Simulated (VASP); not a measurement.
# CaVC4N4 (P-43m) in VASP: single point with PBE

Aim: the single point of CaVC4N4 with PBE.

All numbers are computed with VASP 6.6.1; they aren't measurements. Logs are shortened: lines on timing, memory, paths and dates and some standing lists are left out, and cuts for length are marked.

### Step 1. The cell of the first run

Symmetry: P-43m, No. 215, cubic system. The conventional cell has a = 6.455 Å, b = 6.455 Å, c = 6.455 Å, α = 90.00°, β = 90.00°, γ = 90.00°. Within 3.1 Å of Ca (site symmetry -43m) lie 4 N at 2.35 Å. V (site symmetry -43m) has 4 C at 2.07 Å within 2.7 Å. Within 1.6 Å of C (site symmetry 3m) lie 1 N at 1.17 Å. N (site symmetry 3m) has 1 C at 1.17 Å within 1.6 Å.

### Step 2. Single point, PBE, collinear spin, ferromagnetic start

File INCAR:

```
SYSTEM = CaVC4N4
PREC = Accurate ; ENCUT = 520
EDIFF = 1E-7 ; ISMEAR = 0
SIGMA = 0.1 ; LREAL = .FALSE.
LASPH = .TRUE. ; NELM = 150
ALGO = Fast ; ISIF = 2
LWAVE = .FALSE. ; LCHARG = .FALSE.
ISPIN = 2 ; MAGMOM = 0 0.73 0 0 0 0 0 0 0 0
LORBIT = 11 ; LMAXMIX = 4
GGA = PE ; NBANDS = 44
```

File KPOINTS:

```
regular mesh
0
G
  6 6 6
  0 0 0
```

File POSCAR:

```
CaVC4N4
1.0
    6.4554304608      0.0000000000      0.0000000000
    0.0000000000      6.4554304608      0.0000000000
    0.0000000000      0.0000000000      6.4554304608
Ca V C N
1 1 4 4
Direct
    0.5000000000      0.5000000000      0.5000000000
    0.0000000000      0.0000000000      0.0000000000
    0.1849649135      0.1849649135      0.1849649135
    0.1849649135      0.8150350865      0.8150350865
    0.8150350865      0.1849649135      0.8150350865
    0.8150350865      0.8150350865      0.1849649135
    0.2899503359      0.2899503359      0.2899503359
    0.2899503359      0.7100496641      0.7100496641
    0.7100496641      0.2899503359      0.7100496641
    0.7100496641      0.7100496641      0.2899503359
```

Potentials or basis: VASP PAW PBE potentials, release 64 (Ca_sv, V_sv, C, N).

On the command line:

```bash
$ cat potpaw_PBE.64/Ca_sv/POTCAR potpaw_PBE.64/V_sv/POTCAR potpaw_PBE.64/C/POTCAR potpaw_PBE.64/N/POTCAR > POTCAR
$ mpirun -np 1 vasp_std > vasp.out
```

OUTCAR:

```text
SYSTEM = CaVC4N4
   PREC = Accurate
   ENCUT = 520
   EDIFF = 1E-7
   ISMEAR = 0
   LREAL = .FALSE.
   LASPH = .TRUE.
   NELM = 150
   ISIF = 2
   ISPIN = 2
   LORBIT = 11
   GGA = PE

 ion  position               nearest neighbor table
   1  0.500  0.500  0.500-   7 2.35   8 2.35   9 2.35  10 2.35
   2  0.000  0.000  0.000-   3 2.07   4 2.07   5 2.07   6 2.07
   3  0.185  0.185  0.185-   7 1.17   2 2.07
   4  0.185  0.815  0.815-   8 1.17   2 2.07
   5  0.815  0.185  0.815-   9 1.17   2 2.07
   6  0.815  0.815  0.185-  10 1.17   2 2.07
   7  0.290  0.290  0.290-   3 1.17   1 2.35
   8  0.290  0.710  0.710-   4 1.17   1 2.35
   9  0.710  0.290  0.710-   5 1.17   1 2.35
  10  0.710  0.710  0.290-   6 1.17   1 2.35

  LATTYP: Found a simple cubic cell.
 ALAT       =     6.4554304608

  Lattice vectors:

 A1 = (   6.4554304608,   0.0000000000,   0.0000000000)
 A2 = (   0.0000000000,   6.4554304608,   0.0000000000)
 A3 = (   0.0000000000,   0.0000000000,   6.4554304608)

Analysis of symmetry for initial positions (statically):
=====================================================================
 Subroutine PRICEL returns:
 Original cell was already a primitive cell.

 Routine SETGRP: Setting up the symmetry group for a
 simple cubic supercell.

 Subroutine GETGRP returns: Found 24 space group operations
 (whereof 24 operations were pure point group operations)
 out of a pool of 48 trial point group operations.

The static configuration has the point symmetry T_d .

Analysis of symmetry for dynamics (positions and initial velocities):
=====================================================================
 Subroutine PRICEL returns:
 Original cell was already a primitive cell.

 Routine SETGRP: Setting up the symmetry group for a
 simple cubic supercell.

 Subroutine GETGRP returns: Found 24 space group operations
 (whereof 24 operations were pure point group operations)
 out of a pool of 48 trial point group operations.

The dynamic configuration has the point symmetry T_d .

Analysis of structural, dynamic, and magnetic symmetry:
=====================================================================
 Subroutine PRICEL returns:
 Original cell was already a primitive cell.

 Routine SETGRP: Setting up the symmetry group for a
 simple cubic supercell.

 Subroutine GETGRP returns: Found 24 space group operations
 (whereof 24 operations were pure point group operations)
 out of a pool of 48 trial point group operations.

The overall configuration has the point symmetry T_d .

 Subroutine INISYM returns: Found 24 space group operations
 (whereof 24 operations are pure point group operations),
 and found     1 'primitive' translations

----------------------------------------------------------------------------------------

                                     Primitive cell

  volume of cell :     269.0145

  direct lattice vectors                    reciprocal lattice vectors
     6.455430461  0.000000000  0.000000000     0.154908337  0.000000000  0.000000000
     0.000000000  6.455430461  0.000000000     0.000000000  0.154908337  0.000000000
     0.000000000  0.000000000  6.455430461     0.000000000  0.000000000  0.154908337

  length of vectors
     6.455430461  6.455430461  6.455430461     0.154908337  0.154908337  0.154908337

  position of ions in fractional coordinates (direct lattice)
     0.500000000  0.500000000  0.500000000
     0.000000000  0.000000000  0.000000000
     0.184964913  0.184964913  0.184964913
     0.184964913  0.815035087  0.815035087
     0.815035087  0.184964913  0.815035087
     0.815035087  0.815035087  0.184964913
     0.289950336  0.289950336  0.289950336
     0.289950336  0.710049664  0.710049664
     0.710049664  0.289950336  0.710049664
     0.710049664  0.710049664  0.289950336

  ion indices of the primitive-cell ions
   primitive index   ion index
                 1           1
                 2           2
                 3           3
                 4           4
                 5           5
                 6           6
                 7           7
                 8           8
                 9           9
                10          10

[... 58 lines left out ...]
   ISTART =      0    job   : 0-new  1-cont  2-samecut
   ICHARG =      2    charge: 1-file 2-atom 10-const
   ISPIN  =      2    spin polarized calculation?
   LNONCOLLINEAR =      F non collinear calculations
   LSORBIT =      F    spin-orbit coupling
   LASPH  =      T    aspherical Exc in radial PAW
   ENCUT  =  520.0 eV  38.22 Ry    6.18 a.u.  12.00 12.00 12.00*2*pi/ulx,y,z
   NELM   =    150;   NELMIN=  2; NELMDL= -5     # of ELM steps
   EDIFF  = 0.1E-06   stopping-criterion for ELM
   LREAL  =      F    real-space projection
   EDIFFG = 0.1E-05   stopping-criterion for IOM
   NSW    =      0    number of steps for IOM
   IBRION =     -1    ionic relax: 0-MD 1-quasi-New 2-CG
   NFREE  =      0    steps in history (QN), initial steepest desc. (CG)
   ISIF   =      2    stress and relaxation
   ISYM   =      2    0-nonsym 1-usesym 2-fastsym
   POTIM  = 0.5000    time-step for ionic-motion
   TEBEG  =    0.0;   TEEND  =   0.0 temperature during run
   PSTRESS=    0.0 pullay stress
   NELECT =      59.0000    total number of electrons
   NUPDOWN=      -1.0000    fix difference up-down
   EMIN   =  10.00;   EMAX   =-10.00  energy-range for DOS
   EFERMI =   0.00;   METHOD = LEGACY
   ISMEAR =     0;   SIGMA  =   0.10  broadening in eV -4-tet -1-fermi 0-gaus
   EFERMI_NEDOS =   21; number of points for ismear=-14 and -15
   IALGO  =     68    algorithm
   IMIX   =      4    mixing-type and parameters
     AMIX     =   0.40;   BMIX     =  1.00
     AMIX_MAG =   1.60;   BMIX_MAG =  1.00
  volume/ion in A,a.u.               =      26.90       181.54
  Fermi-wavevector in a.u.,A,eV,Ry     =   0.987265  1.865660 13.261485  0.974692
  Thomas-Fermi vector in A             =   2.118706
   LORBIT       =     11    0 simple, 1 ext, 2 COOP (PROOUT), +10 PAW based schemes
   GGA     = PE    functional components
   LHFCALC =     F    Hartree Fock is set to
   AEXX    =    0.0000 exact exchange contribution
   IVDW    =     0    specifies the selected vdW correction
   LEPSILON=     F    determine dielectric tensor
   LRPA    =     F    only Hartree local field effects (RPA)
 spin polarized calculation
 RMM-DIIS sequential band-by-band and
 Gauss-broadening in eV      SIGMA  =   0.10
  energy-cutoff  :      520.00
  volume of cell :      269.01
 maximum number of plane-waves:      7272
   NGX = 25   NGY = 25   NGZ = 25

 number of electron      58.9999973 magnetization       1.0023372

 Free energy of the ion-electron system (eV)
  ---------------------------------------------------
  ext. energy  EPLUGINS =         0.00000000
  ---------------------------------------------------
  free energy    TOTEN  =       -80.53313775 eV

  energy without entropy =      -80.48079317  energy(sigma->0) =      -80.50696546

 E-fermi :  -0.2741     XC(G=0):  -6.1936

 val. band max:       -0.2785480423   @ k =   0.5000   0.3333   0.0000
 cond. band min:      -0.2726228118   @ k =   0.3333   0.3333   0.0000
 fundamental gap:      0.0059252305
 Fermi energy:        -0.2741470764

 spin component 1

 k-point     1 :       0.0000    0.0000    0.0000
  band No.  band energies     occupation
      1     -65.3473      1.00000
      2     -41.4228      1.00000
      3     -39.2115      1.00000
      4     -39.2114      1.00000
      5     -39.2113      1.00000
      6     -22.4938      1.00000
[... 869 lines left out ...]
     40       3.6617      0.00000
     41       3.6617      0.00000
 Fermi energy:        -0.2741470764

 spin component 2

 k-point     1 :       0.0000    0.0000    0.0000
  band No.  band energies     occupation
      1     -64.5347      1.00000
      2     -41.4250      1.00000
      3     -38.4086      1.00000
      4     -38.4086      1.00000
      5     -38.4086      1.00000
      6     -22.4958      1.00000
[... 869 lines left out ...]
     40       3.6626      0.00000
     41       3.6626      0.00000
 [bands above 41 left out]

------------------------ aborting loop because EDIFF is reached ----------------------------------------

  FORCE on cell =-STRESS in cart. coord.  units (eV):
  Direction    XX          YY          ZZ          XY          YZ          ZX
  --------------------------------------------------------------------------------------
  -------------------------------------------------------------------------------------
  Total       -0.5938022     -0.5938022     -0.5938022      0.0000000     -0.0000000      0.0000000
  in kB       -3.5365251     -3.5365251     -3.5365251      0.0000000     -0.0000000      0.0000000
  external PRESSURE =      -3.5365251 kB  Pullay stress =       0.0000000 kB

 VOLUME and BASIS-vectors are now :
 -----------------------------------------------------------------------------
  energy-cutoff  :      520.00
  volume of cell :      269.01
      direct lattice vectors                 reciprocal lattice vectors
     6.455430461  0.000000000  0.000000000     0.154908337  0.000000000  0.000000000
     0.000000000  6.455430461  0.000000000     0.000000000  0.154908337  0.000000000
     0.000000000  0.000000000  6.455430461     0.000000000  0.000000000  0.154908337

 POSITION                                       TOTAL-FORCE (eV/Angst)
 -----------------------------------------------------------------------------------
      3.22772      3.22772      3.22772        -0.000000     -0.000000     -0.000000
      0.00000      0.00000      0.00000        -0.000000     -0.000000     -0.000000
      1.19403      1.19403      1.19403        -0.589925     -0.589925     -0.589925
      1.19403      5.26140      5.26140        -0.589925      0.589925      0.589925
      5.26140      1.19403      5.26140         0.589925     -0.589925      0.589925
      5.26140      5.26140      1.19403         0.589925      0.589925     -0.589925
      1.87175      1.87175      1.87175         0.299736      0.299736      0.299736
      1.87175      4.58368      4.58368         0.299736     -0.299736     -0.299736
      4.58368      1.87175      4.58368        -0.299736      0.299736     -0.299736
      4.58368      4.58368      1.87175        -0.299736     -0.299736      0.299736
 -----------------------------------------------------------------------------------
    total drift:                               -0.000000     -0.000000      0.000000

  FREE ENERGIE OF THE ION-ELECTRON SYSTEM (eV)
  ---------------------------------------------------
  free  energy   TOTEN  =       -80.5331377476 eV

  energy  without entropy=      -80.4807931662  energy(sigma->0) =      -80.50696546

 total charge

# of ion       s       p       d       tot
------------------------------------------
    1        2.031   5.864   0.216   8.111
    2        2.261   6.180   3.049  11.490
    3        0.963   1.630   0.000   2.594
    4        0.963   1.630   0.000   2.594
    5        0.963   1.630   0.000   2.594
    6        0.963   1.630   0.000   2.594
    7        1.311   2.569   0.000   3.881
    8        1.311   2.569   0.000   3.881
    9        1.311   2.569   0.000   3.881
   10        1.311   2.569   0.000   3.881
--------------------------------------------------
tot         13.391  28.842   3.266  45.498

 magnetization (x)

# of ion       s       p       d       tot
------------------------------------------
    1       -0.000  -0.000  -0.002  -0.002
    2        0.008   0.004   0.851   0.863
    3       -0.004  -0.014   0.000  -0.018
    4       -0.004  -0.014   0.000  -0.018
    5       -0.004  -0.014   0.000  -0.018
    6       -0.004  -0.014   0.000  -0.018
    7        0.000   0.021   0.000   0.022
    8        0.000   0.021   0.000   0.022
    9        0.000   0.021   0.000   0.022
   10        0.000   0.021   0.000   0.022
--------------------------------------------------
tot         -0.007   0.035   0.849   0.877
```

Run time: 16 min. Hardware: 1 thread of Oxide Virtual Turin-like, shared host; peak memory 0.59 GiB.

Results:

```
Free energy                                           : -80.5331 eV
Pressure                                              : -0.4 GPa
Largest force                                         : 1.022 eV/Å
Band gap on the k mesh                                : zero (filled and empty bands overlap)
Net moment                                            : 1.00 μB per cell
Site moments                                          : Ca -0.00; V +0.86; C -0.02; N +0.02 μB
Valence electrons inside the program's atomic spheres : Ca 8.11; V 11.49; C 2.59; N 3.88
```

Forces in eV/Å, atoms in the order of the input:
```
Ca   0.000  0.000  0.000
V    0.000  0.000  0.000
C   -0.590 -0.590 -0.590
C   -0.590  0.590  0.590
C    0.590 -0.590  0.590
C    0.590  0.590 -0.590
N    0.300  0.300  0.300
N    0.300 -0.300 -0.300
N   -0.300  0.300 -0.300
N   -0.300 -0.300  0.300
```

Levels at points of the mesh, in eV from the Fermi level:
Spin up:
```csv
k point,band 26,band 27,band 28,band 29,band 30,band 31,band 32,band 33,band 34,band 35
"(0.00, 0.00, 0.00)",-4.62,-4.62,-4.62,-0.91,-0.91,0.18,0.18,0.18,2.94,2.94
"(0.50, 0.00, 0.00)",-4.74,-4.63,-4.63,-0.90,-0.82,0.18,0.30,0.30,2.70,2.92
"(0.50, 0.50, 0.00)",-4.66,-4.66,-4.63,-0.88,-0.83,0.26,0.37,0.37,2.67,2.99
"(0.50, 0.50, 0.50)",-4.54,-4.54,-4.54,-0.91,-0.91,0.34,0.34,0.34,2.95,2.95
```
Spin down:
```csv
k point,band 26,band 27,band 28,band 29,band 30,band 31,band 32,band 33
"(0.00, 0.00, 0.00)",-4.60,-4.60,-4.60,-0.06,-0.06,0.43,0.43,0.43
"(0.50, 0.00, 0.00)",-4.71,-4.61,-4.61,-0.03,0.08,0.44,0.57,0.57
"(0.50, 0.50, 0.00)",-4.63,-4.63,-4.61,-0.02,0.07,0.52,0.65,0.65
"(0.50, 0.50, 0.50)",-4.52,-4.52,-4.52,-0.07,-0.07,0.62,0.62,0.62
```

Caveat: forces of over 1 eV/Å act on the atoms, so gaps and moduli don't describe the material at rest. With open d or f shells a metallic result of PBE can be an artefact of self-interaction; +U or a hybrid may open a gap.
